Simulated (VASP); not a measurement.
Input of a VASP 6.6.1 run:

Contents of INCAR:

```
SYSTEM = MgH2
ALGO     = Normal         ! electronic algorithm
EDIFF    = 1E-7           ! SCF threshold, eV
ENCUT    = 520            ! plane-wave cutoff, eV
GGA      = PE             ! functional
ISIF     = 2              ! what is computed and relaxed
ISMEAR   = 0              ! smearing method
LASPH    = .True.         ! aspherical terms in the spheres
LCHARG   = .True.         ! write CHGCAR
LELF     = .True.         ! ELF
LREAL    = .False.        ! projectors in reciprocal space
LVHAR    = .True.       
LWAVE    = .False.        ! write WAVECAR
NBANDS   = 13             ! bands
NELM     = 60             ! most SCF steps
PREC     = Accurate       ! precision mode
SIGMA    = 0.01           ! smearing width, eV
```

The input KPOINTS:

```
k-points
0
Gamma
  4 4 6
  0 0 0
```

File POSCAR:

```
MgH2
1.0
    4.4849452995      0.0000000000      0.0000000000
    0.0000000000      4.4849452995      0.0000000000
    0.0000000000      0.0000000000      2.9964065034
Mg H
2 4
Direct
    0.0000000000      0.0000000000      0.0000000000
    0.5000000000      0.5000000000      0.5000000000
    0.3046827735      0.3046827735      0.0000000000
    0.1953172265      0.8046827735      0.5000000000
    0.6953172265      0.6953172265      0.0000000000
    0.8046827735      0.1953172265      0.5000000000
```

Potentials or basis: VASP PAW PBE potentials, release 64 (Mg, H).

The run is started by

```console
$ cat potpaw_PBE.64/Mg/POTCAR potpaw_PBE.64/H/POTCAR > POTCAR
$ mpirun -np 1 vasp_std > vasp.out
```

(1) What does it give for the largest force?

(2) Estimate the band gap on the k mesh.

(3) Estimate the pressure.

Answers

(1) 0.016 eV/Å.

(2) 3.94 eV, indirect (least direct gap 4.76 eV).

(3) 0.8 GPa.
